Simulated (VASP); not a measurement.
Write the native input for VASP 6.6.1 that does the following.

| Item | Value |
| --- | --- |
| Task | electric field gradients |
| Functional | LDA |
| Potentials or basis | VASP PAW LDA potentials, release 64 (Sb) |
| Cutoff | 520 eV |
| k mesh | 19 × 19 × 19 |
| Occupations | fermi-dirac, width 0.05 eV |
| Spin | no spin polarisation |
| Dipole correction | no |
| Further INCAR settings | ALGO = Normal; EDIFF = 1e-08; NBANDS = 8 |

The structure of Sb lies in POSCAR:

```
Sb
1.0
   -1.4846596688      1.4846596688      2.4464823777
    1.4846596688     -1.4846596688      2.4464823777
    1.4846596688      1.4846596688     -2.4464823777
Sb
1
Direct
    0.0000000000      0.0000000000      0.0000000000
```

One way to write it, as run:

INCAR

```
ALGO = Normal ; EDIFF = 1E-8
ENCUT = 520 ; ISIF = 2
ISMEAR = -1 ; LASPH = True
LCHARG = False ; LEFG = True
LREAL = False ; LWAVE = False
NBANDS = 8 ; NELM = 80
PREC = Accurate ; SIGMA = 0.05
```

KPOINTS

```
k-points
0
Gamma
  19 19 19
```

Potentials or basis: VASP PAW LDA potentials, release 64 (Sb).

Command:

```console
$ cat potpaw_LDA.64/Sb/POTCAR > POTCAR
$ mpirun -np 1 vasp_std > vasp.out
```

It gave:

- Pressure: 19.6 GPa
- Band gap on the k mesh: zero (an odd number of electrons rules out a gap without spin polarisation)
- Largest electric field gradient by atom: Sb +38.1 V/Å²

Caveat: the cell stands under pressure; without QUAD_EFG the Cq values of the log hold for a quadrupole moment of 1 mb, not for the nuclei; spin-orbit coupling is left out, which moves the levels of the heavy elements.

Wall time 86 s on 1 thread of Intel Xeon 8259CL, on a shared host, peak memory 0.2 GiB.
